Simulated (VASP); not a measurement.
# Fe (Im-3m) in VASP: single point with PBE

Aim: the single point of Fe with PBE.

Everything below comes from runs of VASP 6.6.1. Logs are shortened: lines on timing, memory, paths and dates and some standing lists are left out, and cuts for length are marked.

### 1 The cell of the first run

Symmetry: Im-3m, No. 229, cubic system. Conventional cell: a = 2.880 Å, b = 2.880 Å, c = 2.880 Å, α = 90.00°, β = 90.00°, γ = 90.00°. Fe (site symmetry m-3m) has 14 Fe at 2.49 to 2.88 Å within 3.3 Å.

### 2 Single point, PBE, collinear spin, antiferromagnetic start

INCAR reads:

```
PREC = Accurate
ENCUT = 600
EDIFF = 1E-6
ISMEAR = -1
SIGMA = 0.05
LREAL = False
LASPH = True
NELM = 200
ALGO = Normal
ISIF = 2
LWAVE = False
LCHARG = True
ISPIN = 2
MAGMOM = 3 -3
LORBIT = 11
LMAXMIX = 4
GGA = PE
LELF = True
LVHAR = True
NBANDS = 19
GGA_COMPAT = False
```

KPOINTS reads:

```
Automatic mesh
0
Gamma
  4 4 4
```

POSCAR reads:

```
Fe
1.0
    2.8796663739      0.0000000000      0.0000000000
    0.0000000000      2.8796663739      0.0000000000
    0.0000000000      0.0000000000      2.8796663739
Fe
2
Direct
    0.0000000000      0.0000000000      0.0000000000
    0.5000000000      0.5000000000      0.5000000000
```

Potentials or basis: VASP PAW PBE potentials, release 64 (Fe).

Run with:

```console
cat potpaw_PBE.64/Fe/POTCAR > POTCAR
mpirun -np 1 vasp_std > vasp.out
```

OUTCAR:

```text
PREC = Accurate
   ENCUT = 600
   EDIFF = 1E-6
   ISMEAR = -1
   LREAL = False
   LASPH = True
   NELM = 200
   ISIF = 2
   ISPIN = 2
   LORBIT = 11
   GGA = PE

 ion  position               nearest neighbor table
   1  0.000  0.000  0.000-   2 2.49   2 2.49   2 2.49   2 2.49   2 2.49   2 2.49   2 2.49   2 2.49

   2  0.500  0.500  0.500-   1 2.49   1 2.49   1 2.49   1 2.49   1 2.49   1 2.49   1 2.49   1 2.49

  LATTYP: Found a simple cubic cell.
 ALAT       =     2.8796663739

  Lattice vectors:

 A1 = (   2.8796663739,   0.0000000000,   0.0000000000)
 A2 = (   0.0000000000,   2.8796663739,   0.0000000000)
 A3 = (   0.0000000000,   0.0000000000,   2.8796663739)

Analysis of symmetry for initial positions (statically):
=====================================================================
 Subroutine PRICEL returns following result:

  LATTYP: Found a body centered cubic cell.
 ALAT       =     2.8796663739

  Lattice vectors:

 A1 = (   1.4398331870,   1.4398331870,  -1.4398331869)
 A2 = (  -1.4398331870,   1.4398331869,   1.4398331869)
 A3 = (   1.4398331870,  -1.4398331869,   1.4398331870)

   2 primitive cells build up your supercell.

 Routine SETGRP: Setting up the symmetry group for a
 simple cubic supercell.

 Subroutine GETGRP returns: Found 48 space group operations
 (whereof 48 operations were pure point group operations)
 out of a pool of 48 trial point group operations.

The static configuration has the point symmetry O_h .

Analysis of symmetry for dynamics (positions and initial velocities):
=====================================================================
 Subroutine PRICEL returns following result:

  LATTYP: Found a body centered cubic cell.
 ALAT       =     2.8796663739

  Lattice vectors:

 A1 = (   1.4398331870,   1.4398331870,  -1.4398331869)
 A2 = (  -1.4398331870,   1.4398331869,   1.4398331869)
 A3 = (   1.4398331870,  -1.4398331869,   1.4398331870)

   2 primitive cells build up your supercell.

 Routine SETGRP: Setting up the symmetry group for a
 simple cubic supercell.

 Subroutine GETGRP returns: Found 48 space group operations
 (whereof 48 operations were pure point group operations)
 out of a pool of 48 trial point group operations.

The dynamic configuration has the point symmetry O_h .

Analysis of structural, dynamic, and magnetic symmetry:
=====================================================================
 Subroutine PRICEL returns following result:

  LATTYP: Found a body centered cubic cell.
 ALAT       =     2.8796663739

  Lattice vectors:

 A1 = (   1.4398331870,   1.4398331870,  -1.4398331869)
 A2 = (  -1.4398331870,   1.4398331869,   1.4398331869)
 A3 = (   1.4398331870,  -1.4398331869,   1.4398331870)

   2 primitive cells build up your supercell.

 Routine SETGRP: Setting up the symmetry group for a
 simple cubic supercell.

 Subroutine GETGRP returns: Found 48 space group operations
 (whereof 48 operations were pure point group operations)
 out of a pool of 48 trial point group operations.

The overall configuration has the point symmetry O_h .

 Subroutine INISYM returns: Found 48 space group operations
 (whereof 48 operations are pure point group operations),
 and found     2 'primitive' translations

----------------------------------------------------------------------------------------

                                     Primitive cell

  volume of cell :      11.9398

  direct lattice vectors                    reciprocal lattice vectors
     1.439833187  1.439833187 -1.439833187     0.347262450  0.347262450  0.000000000
    -1.439833187  1.439833187  1.439833187    -0.000000000  0.347262450  0.347262450
     1.439833187 -1.439833187  1.439833187     0.347262450  0.000000000  0.347262450

  length of vectors
     2.493864234  2.493864234  2.493864234     0.491103266  0.491103266  0.491103266

  position of ions in fractional coordinates (direct lattice)
     0.000000000  0.000000000  0.000000000

  ion indices of the primitive-cell ions
   primitive index   ion index
                 1           1

----------------------------------------------------------------------------------------

 KPOINTS: Automatic mesh

Automatic generation of k-mesh.
 Grid dimensions read from file:
 generate k-points for:    4    4    4

 Generating k-lattice:

  Cartesian coordinates                     Fractional coordinates (reciprocal lattice)
     0.086815612  0.000000000  0.000000000     0.250000000  0.000000000  0.000000000
     0.000000000  0.086815612  0.000000000     0.000000000  0.250000000  0.000000000
     0.000000000  0.000000000  0.086815612     0.000000000  0.000000000  0.250000000

  Length of vectors
     0.086815612  0.086815612  0.086815612

  Shift w.r.t. Gamma in fractional coordinates (k-lattice)
     0.000000000  0.000000000  0.000000000

 Subroutine IBZKPT returns following result:
 ===========================================

 Found     10 irreducible k-points:

 Following reciprocal coordinates:
            Coordinates               Weight
  0.000000  0.000000  0.000000      1.000000
  0.250000  0.000000  0.000000      6.000000
  0.500000  0.000000  0.000000      3.000000
  0.250000  0.250000  0.000000     12.000000
  0.500000  0.250000  0.000000     12.000000
  0.500000  0.500000  0.000000      3.000000
  0.250000  0.250000  0.250000      8.000000
  0.500000  0.250000  0.250000     12.000000
  0.500000  0.500000  0.250000      6.000000
  0.500000  0.500000  0.500000      1.000000
   k-points           NKPTS =     10   k-points in BZ     NKDIM =     10   number of bands    NBANDS=     19
   number of dos      NEDOS =    301   number of ions     NIONS =      2
   total plane-waves  NPLWV =  13824
   dimension x,y,z NGX =    24 NGY =   24 NGZ =   24
   dimension x,y,z NGXF=    48 NGYF=   48 NGZF=   48
   ions per type =               2
   NGX,Y,Z   is equivalent  to a cutoff of  13.86, 13.86, 13.86 a.u.
   NGXF,Y,Z  is equivalent  to a cutoff of  27.71, 27.71, 27.71 a.u.
 SYSTEM =  unknown system
   PREC   = accura    normal or accurate (medium, high low for compatibility)
   ISTART =      0    job   : 0-new  1-cont  2-samecut
   ICHARG =      2    charge: 1-file 2-atom 10-const
   ISPIN  =      2    spin polarized calculation?
   LNONCOLLINEAR =      F non collinear calculations
   LSORBIT =      F    spin-orbit coupling
   LASPH  =      T    aspherical Exc in radial PAW
   ENCUT  =  600.0 eV  44.10 Ry    6.64 a.u.   5.75  5.75  5.75*2*pi/ulx,y,z
   NELM   =    200;   NELMIN=  2; NELMDL= -5     # of ELM steps
   EDIFF  = 0.1E-05   stopping-criterion for ELM
   LREAL  =      F    real-space projection
   EDIFFG = 0.1E-04   stopping-criterion for IOM
   NSW    =      0    number of steps for IOM
   IBRION =     -1    ionic relax: 0-MD 1-quasi-New 2-CG
   NFREE  =      0    steps in history (QN), initial steepest desc. (CG)
   ISIF   =      2    stress and relaxation
   ISYM   =      2    0-nonsym 1-usesym 2-fastsym
   POTIM  = 0.5000    time-step for ionic-motion
   TEBEG  =    0.0;   TEEND  =   0.0 temperature during run
   PSTRESS=    0.0 pullay stress
   NELECT =      16.0000    total number of electrons
   NUPDOWN=      -1.0000    fix difference up-down
   EMIN   =  10.00;   EMAX   =-10.00  energy-range for DOS
   EFERMI =   0.00;   METHOD = LEGACY
   ISMEAR =    -1;   SIGMA  =   0.05  broadening in eV -4-tet -1-fermi 0-gaus
   EFERMI_NEDOS =   21; number of points for ismear=-14 and -15
   IALGO  =     38    algorithm
   IMIX   =      4    mixing-type and parameters
     AMIX     =   0.40;   BMIX     =  1.00
     AMIX_MAG =   1.60;   BMIX_MAG =  1.00
  volume/ion in A,a.u.               =      11.94        80.57
  Fermi-wavevector in a.u.,A,eV,Ry     =   1.432537  2.707103 27.921380  2.052164
  Thomas-Fermi vector in A             =   2.552154
   LORBIT       =     11    0 simple, 1 ext, 2 COOP (PROOUT), +10 PAW based schemes
   GGA     = PE    functional components
   LHFCALC =     F    Hartree Fock is set to
   AEXX    =    0.0000 exact exchange contribution
   IVDW    =     0    specifies the selected vdW correction
   LEPSILON=     F    determine dielectric tensor
   LRPA    =     F    only Hartree local field effects (RPA)
 spin polarized calculation
  energy-cutoff  :      600.00
  volume of cell :       23.88
 maximum number of plane-waves:       840
 NGX is ok and might be reduce to    24
   NGX = 11   NGY = 11   NGZ = 11

 number of electron      15.9999984 magnetization       0.0000000

 number of electron      15.9999984 magnetization      -0.0000000

 Free energy of the ion-electron system (eV)
  ---------------------------------------------------
  ext. energy  EPLUGINS =         0.00000000
  ---------------------------------------------------
  free energy    TOTEN  =       -15.52375821 eV

  energy without entropy =      -15.47979518  energy(sigma->0) =      -15.50177670

 E-fermi :   5.7533     XC(G=0): -12.8430

 val. band max:        5.7230838973   @ k =   0.2500   0.2500   0.0000
 cond. band min:       5.7910441767   @ k =   0.0000   0.0000   0.0000
 fundamental gap:      0.0679602794
 Fermi energy:         5.7533185798

 spin component 1

 k-point     1 :       0.0000    0.0000    0.0000
  band No.  band energies     occupation
      1      -2.7408      1.00000
      2       1.4936      1.00000
      3       1.4936      1.00000
      4       3.8450      1.00000
      5       3.8450      1.00000
      6       3.8450      1.00000
[... 196 lines left out ...]
      5       3.5021      1.00000
      6       3.5021      1.00000
[... 11 lines left out ...]
     18      16.3496      0.00000
     19      43.2075      0.00000
 Fermi energy:         5.7533185798

 spin component 2

 k-point     1 :       0.0000    0.0000    0.0000
  band No.  band energies     occupation
      1      -2.7408      1.00000
      2       1.4936      1.00000
      3       1.4936      1.00000
      4       3.8450      1.00000
      5       3.8450      1.00000
      6       3.8450      1.00000
[... 197 lines left out ...]
      6       3.5021      1.00000
[... 11 lines left out ...]
     18      16.3496      0.00000
     19      43.2221      0.00000

------------------------ aborting loop because EDIFF is reached ----------------------------------------

  FORCE on cell =-STRESS in cart. coord.  units (eV):
  Direction    XX          YY          ZZ          XY          YZ          ZX
  --------------------------------------------------------------------------------------
  -------------------------------------------------------------------------------------
  Total       -1.5648965     -1.5648965     -1.5648965     -0.0000000     -0.0000000      0.0000000
  in kB     -104.9952551   -104.9952551   -104.9952551     -0.0000000     -0.0000000      0.0000000
  external PRESSURE =    -104.9952551 kB  Pullay stress =       0.0000000 kB

 VOLUME and BASIS-vectors are now :
 -----------------------------------------------------------------------------
  energy-cutoff  :      600.00
  volume of cell :       23.88
      direct lattice vectors                 reciprocal lattice vectors
     2.879666374  0.000000000  0.000000000     0.347262450  0.000000000  0.000000000
     0.000000000  2.879666374  0.000000000     0.000000000  0.347262450  0.000000000
     0.000000000  0.000000000  2.879666374     0.000000000  0.000000000  0.347262450

 POSITION                                       TOTAL-FORCE (eV/Angst)
 -----------------------------------------------------------------------------------
      0.00000      0.00000      0.00000        -0.000000     -0.000000     -0.000000
      1.43983      1.43983      1.43983         0.000000      0.000000      0.000000
 -----------------------------------------------------------------------------------
    total drift:                                0.000000      0.000000     -0.000000

  FREE ENERGIE OF THE ION-ELECTRON SYSTEM (eV)
  ---------------------------------------------------
  free  energy   TOTEN  =       -15.5237582142 eV

  energy  without entropy=      -15.4797951763  energy(sigma->0) =      -15.50177670

 total charge

# of ion       s       p       d       tot
------------------------------------------
    1        0.478   0.477   6.224   7.179
    2        0.478   0.477   6.224   7.179
--------------------------------------------------
tot          0.956   0.954  12.447  14.357

 magnetization (x)

# of ion       s       p       d       tot
------------------------------------------
    1        0.029   0.027   1.790   1.847
    2       -0.029  -0.027  -1.790  -1.847
--------------------------------------------------
tot          0.000   0.000   0.000   0.000
```

Wall time 27 s (1 thread of Intel Xeon 8259CL, shared host); peak memory 0.15 GiB.

Results:

| Quantity | Value |
| --- | --- |
| Free energy | -15.5238 eV |
| Pressure | -10.5 GPa |
| Band gap on the k mesh | zero (filled and empty bands overlap) |
| Net moment | 0.00 μB per cell |
| Site moments | Fe +1.85, -1.85 μB |
| Valence electrons inside the program's atomic spheres | Fe 7.18 |

Levels at points of the mesh, in eV from the Fermi level:
Spin up:
```tsv
k point	band 6	band 7	band 8	band 9	band 10	band 11
(0.00, 0.00, 0.00)	-1.91	0.04	0.04	0.95	0.95	0.95
(0.50, 0.00, 0.00)	-1.30	-1.21	-0.55	-0.55	-0.08	0.30
(0.50, 0.50, 0.00)	-0.65	0.15	0.15	0.38	1.12	1.12
(0.50, 0.50, 0.50)	-2.25	-1.03	-1.03	1.21	1.21	8.17
```
Spin down:
| k point | band 6 | band 7 | band 8 | band 9 | band 10 | band 11 |
| --- | --- | --- | --- | --- | --- | --- |
| (0.00, 0.00, 0.00) | -1.91 | 0.04 | 0.04 | 0.95 | 0.95 | 0.95 |
| (0.50, 0.00, 0.00) | -1.30 | -1.21 | -0.55 | -0.55 | -0.08 | 0.30 |
| (0.50, 0.50, 0.00) | -0.65 | 0.15 | 0.15 | 0.38 | 1.12 | 1.12 |
| (0.50, 0.50, 0.50) | -2.25 | -1.03 | -1.03 | 1.21 | 1.21 | 8.17 |

Caveat: the k points lie up to 0.55 Å⁻¹ apart, too coarse for converged energies and pressures of a metal.
